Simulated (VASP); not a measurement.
# KBr (Pm-3m) in VASP: notebook

The runs below take KBr through single point, with r2SCAN, HSE06.

All numbers are computed with VASP 6.6.1; they aren't measurements. Logs are shortened: lines on timing, memory, paths and dates and some standing lists are left out, and cuts for length are marked.

### 1 The cell of the first run

It takes space group Pm-3m (No. 221, cubic). The conventional cell has a = 3.976 Å, b = 3.976 Å, c = 3.976 Å, α = 90.00°, β = 90.00°, γ = 90.00°. Within 4.5 Å of K (site symmetry m-3m) lie 8 Br at 3.44 Å and 6 K at 3.98 Å. Br (site symmetry m-3m) has 8 K at 3.44 Å and 6 Br at 3.98 Å within 4.5 Å.

### 2 Single point, r2SCAN

File POSCAR:

```
KBr
1.0
    3.9763217797      0.0000000000      0.0000000000
    0.0000000000      3.9763217797      0.0000000000
    0.0000000000      0.0000000000      3.9763217797
K Br
1 1
Direct
    0.0000000000      0.0000000000      0.0000000000
    0.5000000000      0.5000000000      0.5000000000
```

File INCAR.step1:

```
ALGO     = Normal         # electronic algorithm
EDIFF    = 1E-4           # SCF threshold, eV
ENCUT    = 520            # plane-wave cutoff, eV
GGA      = PE             # functional
ISMEAR   = 0              # smearing method
LASPH    = True           # aspherical terms in the spheres
LCHARG   = False          # write CHGCAR
LREAL    = False          # projectors in reciprocal space
LWAVE    = True           # write WAVECAR
NBANDS   = 15             # bands
NELM     = 80             # most SCF steps
PREC     = Accurate       # precision mode
SIGMA    = 0.01           # smearing width, eV
```

File INCAR.step2:

```
ALGO     = Normal         # electronic algorithm
EDIFF    = 1E-6           # SCF threshold, eV
ENCUT    = 520            # plane-wave cutoff, eV
ISIF     = 2              # what is computed and relaxed
ISMEAR   = 0              # smearing method
ISTART   = 1            
LASPH    = True           # aspherical terms in the spheres
LCHARG   = False          # write CHGCAR
LMIXTAU  = True         
LREAL    = False          # projectors in reciprocal space
LWAVE    = False          # write WAVECAR
METAGGA  = R2SCAN         # meta-GGA
NBANDS   = 15             # bands
NELM     = 80             # most SCF steps
PREC     = Accurate       # precision mode
SIGMA    = 0.01           # smearing width, eV
```

File KPOINTS:

```
k-points
0
Gamma
  2 2 2
```

Potentials or basis: VASP PAW PBE potentials, release 64 (K_sv, Br).

Run with:

```
$ cat potpaw_PBE.64/K_sv/POTCAR potpaw_PBE.64/Br/POTCAR > POTCAR
$ cp INCAR.step1 INCAR
$ mpirun -np 1 vasp_std > vasp.out
$ cp INCAR.step2 INCAR
$ mpirun -np 1 vasp_std > vasp.out
```

OUTCAR:

```text
EDIFF = 1E-6
   ENCUT = 520
   ISIF = 2
   ISMEAR = 0
   ISTART = 1
   LASPH = True
   LREAL = False
   METAGGA = R2SCAN
   NELM = 80
   PREC = Accurate

 ion  position               nearest neighbor table
   1  0.000  0.000  0.000-
   2  0.500  0.500  0.500-

  LATTYP: Found a simple cubic cell.
 ALAT       =     3.9763217797

  Lattice vectors:

 A1 = (   3.9763217797,   0.0000000000,   0.0000000000)
 A2 = (   0.0000000000,   3.9763217797,   0.0000000000)
 A3 = (   0.0000000000,   0.0000000000,   3.9763217797)

Analysis of symmetry for initial positions (statically):
=====================================================================
 Subroutine PRICEL returns:
 Original cell was already a primitive cell.

 Routine SETGRP: Setting up the symmetry group for a
 simple cubic supercell.

 Subroutine GETGRP returns: Found 48 space group operations
 (whereof 48 operations were pure point group operations)
 out of a pool of 48 trial point group operations.

The static configuration has the point symmetry O_h .

Analysis of symmetry for dynamics (positions and initial velocities):
=====================================================================
 Subroutine PRICEL returns:
 Original cell was already a primitive cell.

 Routine SETGRP: Setting up the symmetry group for a
 simple cubic supercell.

 Subroutine GETGRP returns: Found 48 space group operations
 (whereof 48 operations were pure point group operations)
 out of a pool of 48 trial point group operations.

The dynamic configuration has the point symmetry O_h .

 Subroutine INISYM returns: Found 48 space group operations
 (whereof 48 operations are pure point group operations),
 and found     1 'primitive' translations

----------------------------------------------------------------------------------------

                                     Primitive cell

  volume of cell :      62.8702

  direct lattice vectors                    reciprocal lattice vectors
     3.976321780  0.000000000  0.000000000     0.251488701  0.000000000  0.000000000
     0.000000000  3.976321780  0.000000000     0.000000000  0.251488701  0.000000000
     0.000000000  0.000000000  3.976321780     0.000000000  0.000000000  0.251488701

  length of vectors
     3.976321780  3.976321780  3.976321780     0.251488701  0.251488701  0.251488701

  position of ions in fractional coordinates (direct lattice)
     0.000000000  0.000000000  0.000000000
     0.500000000  0.500000000  0.500000000

  ion indices of the primitive-cell ions
   primitive index   ion index
                 1           1
                 2           2

----------------------------------------------------------------------------------------

 KPOINTS: k-points

Automatic generation of k-mesh.
 Grid dimensions read from file:
 generate k-points for:    2    2    2

 Generating k-lattice:

  Cartesian coordinates                     Fractional coordinates (reciprocal lattice)
     0.125744351  0.000000000  0.000000000     0.500000000  0.000000000  0.000000000
     0.000000000  0.125744351  0.000000000     0.000000000  0.500000000  0.000000000
     0.000000000  0.000000000  0.125744351     0.000000000  0.000000000  0.500000000

  Length of vectors
     0.125744351  0.125744351  0.125744351

  Shift w.r.t. Gamma in fractional coordinates (k-lattice)
     0.000000000  0.000000000  0.000000000

 Subroutine IBZKPT returns following result:
 ===========================================

 Found      4 irreducible k-points:

 Following reciprocal coordinates:
            Coordinates               Weight
  0.000000  0.000000  0.000000      1.000000
  0.500000  0.000000  0.000000      3.000000
  0.500000  0.500000  0.000000      3.000000
  0.500000  0.500000  0.500000      1.000000
   k-points           NKPTS =      4   k-points in BZ     NKDIM =      4   number of bands    NBANDS=     15
   number of dos      NEDOS =    301   number of ions     NIONS =      2
   total plane-waves  NPLWV =  27000
   dimension x,y,z NGX =    30 NGY =   30 NGZ =   30
   dimension x,y,z NGXF=    60 NGYF=   60 NGZF=   60
   ions per type =               1   1
   NGX,Y,Z   is equivalent  to a cutoff of  12.54, 12.54, 12.54 a.u.
   NGXF,Y,Z  is equivalent  to a cutoff of  25.09, 25.09, 25.09 a.u.
 SYSTEM =  unknown system
   PREC   = accura    normal or accurate (medium, high low for compatibility)
   ISTART =      1    job   : 0-new  1-cont  2-samecut
   ICHARG =      0    charge: 1-file 2-atom 10-const
   ISPIN  =      1    spin polarized calculation?
   LNONCOLLINEAR =      F non collinear calculations
   LSORBIT =      F    spin-orbit coupling
   LASPH  =      T    aspherical Exc in radial PAW
   ENCUT  =  520.0 eV  38.22 Ry    6.18 a.u.   7.39  7.39  7.39*2*pi/ulx,y,z
   NELM   =     80;   NELMIN=  2; NELMDL=  0     # of ELM steps
   EDIFF  = 0.1E-05   stopping-criterion for ELM
   LREAL  =      F    real-space projection
   EDIFFG = 0.1E-04   stopping-criterion for IOM
   NSW    =      0    number of steps for IOM
   IBRION =     -1    ionic relax: 0-MD 1-quasi-New 2-CG
   NFREE  =      0    steps in history (QN), initial steepest desc. (CG)
   ISIF   =      2    stress and relaxation
   ISYM   =      2    0-nonsym 1-usesym 2-fastsym
   POTIM  = 0.5000    time-step for ionic-motion
   TEBEG  =    0.0;   TEEND  =   0.0 temperature during run
   PSTRESS=    0.0 pullay stress
   NELECT =      16.0000    total number of electrons
   NUPDOWN=      -1.0000    fix difference up-down
   EMIN   =  10.00;   EMAX   =-10.00  energy-range for DOS
   EFERMI =   0.00;   METHOD = LEGACY
   ISMEAR =     0;   SIGMA  =   0.01  broadening in eV -4-tet -1-fermi 0-gaus
   EFERMI_NEDOS =   21; number of points for ismear=-14 and -15
   IALGO  =     38    algorithm
   IMIX   =      4    mixing-type and parameters
     AMIX     =   0.40;   BMIX     =  1.00
     AMIX_MAG =   1.60;   BMIX_MAG =  1.00
  volume/ion in A,a.u.               =      31.44       212.13
  Fermi-wavevector in a.u.,A,eV,Ry     =   1.037449  1.960494 14.643948  1.076300
  Thomas-Fermi vector in A             =   2.171887
   LORBIT       =      0    0 simple, 1 ext, 2 COOP (PROOUT), +10 PAW based schemes
   METAGGA = R2SCAN    functional components
   LHFCALC =     F    Hartree Fock is set to
   AEXX    =    0.0000 exact exchange contribution
   IVDW    =     0    specifies the selected vdW correction
   LEPSILON=     F    determine dielectric tensor
   LRPA    =     F    only Hartree local field effects (RPA)
 non-spin polarized calculation
 Gauss-broadening in eV      SIGMA  =   0.01
  energy-cutoff  :      520.00
  volume of cell :       62.87
 maximum number of plane-waves:      1743
 NGX is ok and might be reduce to    30
   NGX = 15   NGY = 15   NGZ = 15

 number of electron      15.9999996 magnetization

 Free energy of the ion-electron system (eV)
  ---------------------------------------------------
  ext. energy  EPLUGINS =         0.00000000
  ---------------------------------------------------
  free energy    TOTEN  =       -22.84917929 eV

  energy without entropy =      -22.84917929  energy(sigma->0) =      -22.84917929

 E-fermi :  -0.6888     XC(G=0):  -8.3800

 val. band max:       -0.7362808610   @ k =   0.5000   0.5000   0.0000
 cond. band min:       3.9270520308   @ k =   0.0000   0.0000   0.0000
 fundamental gap:      4.6633328918
 Fermi energy:        -0.6887920595

 k-point     1 :       0.0000    0.0000    0.0000
  band No.  band energies     occupation
      1     -30.7042      2.00000
      2     -14.0322      2.00000
      3     -13.3532      2.00000
      4     -13.3532      2.00000
      5     -13.3532      2.00000
      6      -1.0230      2.00000
      7      -1.0230      2.00000
      8      -1.0230      2.00000
      9       3.9271      0.00000
     10       5.4798      0.00000
     11       5.4798      0.00000
     12       9.6383      0.00000
     13       9.6383      0.00000
     14       9.6383      0.00000
     15      12.4110      0.00000

 k-point     2 :       0.5000    0.0000    0.0000
  band No.  band energies     occupation
      1     -30.6921      2.00000
      2     -14.2744      2.00000
      3     -13.3305      2.00000
      4     -13.3305      2.00000
      5     -13.0624      2.00000
      6      -2.8593      2.00000
      7      -0.9996      2.00000
      8      -0.9996      2.00000
      9       6.5720      0.00000
     10       6.8656      0.00000
     11       7.8243      0.00000
     12       8.7932      0.00000
     13       9.7148      0.00000
     14       9.7148      0.00000
     15      10.2237      0.00000

 k-point     3 :       0.5000    0.5000    0.0000
  band No.  band energies     occupation
      1     -30.6808      2.00000
      2     -13.7351      2.00000
      3     -13.5141      2.00000
      4     -13.5141      2.00000
      5     -13.3138      2.00000
      6      -2.2593      2.00000
      7      -2.2593      2.00000
      8      -0.7363      2.00000
      9       4.9654      0.00000
     10       6.4137      0.00000
     11       7.8954      0.00000
     12       7.8954      0.00000
     13      10.6178      0.00000
     14      10.6178      0.00000
     15      11.0591      0.00000

 k-point     4 :       0.5000    0.5000    0.5000
  band No.  band energies     occupation
      1     -30.6701      2.00000
      2     -13.5818      2.00000
      3     -13.4756      2.00000
      4     -13.4756      2.00000
      5     -13.4756      2.00000
      6      -2.3166      2.00000
      7      -2.3166      2.00000
      8      -2.3166      2.00000
      9       7.2851      0.00000
     10       7.2851      0.00000
     11       7.2851      0.00000
     12       9.5339      0.00000
     13       9.5339      0.00000
     14       9.5339      0.00000
     15      11.1645      0.00000

------------------------ aborting loop because EDIFF is reached ----------------------------------------

  FORCE on cell =-STRESS in cart. coord.  units (eV):
  Direction    XX          YY          ZZ          XY          YZ          ZX
  --------------------------------------------------------------------------------------
  -------------------------------------------------------------------------------------
  Total        0.6338109      0.6338109      0.6338109     -0.0000000      0.0000000      0.0000000
  in kB       16.1519783     16.1519783     16.1519783     -0.0000000      0.0000000      0.0000000
  external PRESSURE =      16.1519783 kB  Pullay stress =       0.0000000 kB

 VOLUME and BASIS-vectors are now :
 -----------------------------------------------------------------------------
  energy-cutoff  :      520.00
  volume of cell :       62.87
      direct lattice vectors                 reciprocal lattice vectors
     3.976321780  0.000000000  0.000000000     0.251488701  0.000000000  0.000000000
     0.000000000  3.976321780  0.000000000     0.000000000  0.251488701  0.000000000
     0.000000000  0.000000000  3.976321780     0.000000000  0.000000000  0.251488701

 POSITION                                       TOTAL-FORCE (eV/Angst)
 -----------------------------------------------------------------------------------
      0.00000      0.00000      0.00000         0.000000      0.000000      0.000000
      1.98816      1.98816      1.98816         0.000000      0.000000      0.000000
 -----------------------------------------------------------------------------------
    total drift:                                0.000000      0.000000     -0.000000

  FREE ENERGIE OF THE ION-ELECTRON SYSTEM (eV)
  ---------------------------------------------------
  free  energy   TOTEN  =       -22.8491792870 eV

  energy  without entropy=      -22.8491792870  energy(sigma->0) =      -22.84917929
```

It took 45 s on 1 thread of Intel Xeon Platinum 8375C at 2.90GHz (Ice Lake), shared host; peak memory 0.17 GiB.

What came out:

```yaml
Free_energy: -22.8492 eV
Pressure: 1.6 GPa
Band_gap_on_the_k_mesh: 4.66 eV (least direct gap 4.95 eV)
```

Caveat: the k points lie up to 0.79 Å⁻¹ apart; the structure was generated, so it needn't be the stable form of KBr; the PAW data sets were made with another functional, which shifts forces and pressure a little. A k mesh can miss the band edges.

### 3 Single point, r2SCAN

POSCAR is that of step 2.

INCAR.step1: that of step 2 with these lines changed.

```diff
@@ -10,3 +10,3 @@
 NBANDS   = 15             # bands
-NELM     = 80             # most SCF steps
+NELM     = 100            # most SCF steps
 PREC     = Accurate       # precision mode
```

INCAR.step2: that of step 2 with these lines changed.

```diff
@@ -13,3 +13,3 @@
 NBANDS   = 15             # bands
-NELM     = 80             # most SCF steps
+NELM     = 100            # most SCF steps
 PREC     = Accurate       # precision mode
```

File KPOINTS:

```
k-points
0
Gamma
  4 4 4
```

Potentials or basis: VASP PAW PBE potentials, release 64 (K_sv, Br).

Run with:

```
$ cat potpaw_PBE.64/K_sv/POTCAR potpaw_PBE.64/Br/POTCAR > POTCAR
$ cp INCAR.step1 INCAR
$ mpirun -np 1 vasp_std > vasp.out
$ cp INCAR.step2 INCAR
$ mpirun -np 1 vasp_std > vasp.out
```

It took 58 s on 1 thread of Intel Xeon Platinum 8375C at 2.90GHz (Ice Lake), shared host; peak memory 0.17 GiB.

Results (log left out):

```
Free energy            : -23.1398 eV
Pressure               : 0.0 GPa
Band gap on the k mesh : 4.77 eV (least direct gap 5.05 eV)
```

Levels at points of the mesh, in eV from the valence-band top:
```csv
k point,band 6,band 7,band 8,band 9,band 10,band 11
"(0.00, 0.00, 0.00)",-0.28,-0.28,-0.28,4.77,6.35,6.35
"(0.50, 0.00, 0.00)",-2.09,-0.26,-0.26,7.40,7.77,8.67
"(0.50, 0.50, 0.00)",-1.50,-1.50,0.00,5.84,7.26,8.79
"(0.50, 0.50, 0.50)",-1.56,-1.56,-1.56,8.14,8.14,8.14
```

Caveat: the structure was generated, so it needn't be the stable form of KBr; the PAW data sets were made with another functional, which shifts forces and pressure a little. A k mesh can miss the band edges.

[end of part 1 of 2]
